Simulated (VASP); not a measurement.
Runs of VASP 6.6.1 on TaAl2. The structure is that of space group P4/mmm (No. 123), or close to it. The cells are those of the table. 

```tsv
task	cell	k mesh	cutoff (eV)	gap on the mesh (eV)	pressure (GPa)	relaxed volume (Å³/atom)	largest force (eV/Å)
relaxation of cell and atoms	relaxed from a = 2.819, b = 2.819, c = 6.785 Å, 3 atoms	16 × 16 × 8	600	none	0.0	(a)	0.01
relaxation of cell and atoms	relaxed from a = 2.808, b = 2.808, c = 5.349 Å, 3 atoms	6 × 6 × 4	600	none	0.0	17.97	0.01
single point	a = 2.828, b = 2.828, c = 6.750 Å, 3 atoms	16 × 16 × 8	520	none	0.0	-	-
single point	a = 2.819, b = 2.819, c = 6.785 Å, 3 atoms	6 × 6 × 4	520	none	0.0	-	0.01
```

Alike in all rows: level PBE; potentials or basis VASP PAW PBE potentials, release 64 (Ta_pv, Al); no spin polarisation; smearing gaussian 0.1 eV.

Task: Fill in the values left out.

Result: (a) 17.99.

Caveats: some runs use coarse meshes; spin-orbit coupling is left out, which moves the levels of the heavy elements; the volume moved by over 15 % at a fixed basis, so the end points are rough (some runs).

A k mesh can miss the band edges, and the runs leave out spin-orbit coupling on Ta.

A gap of «none» marks levels without a gap at the run's occupations.
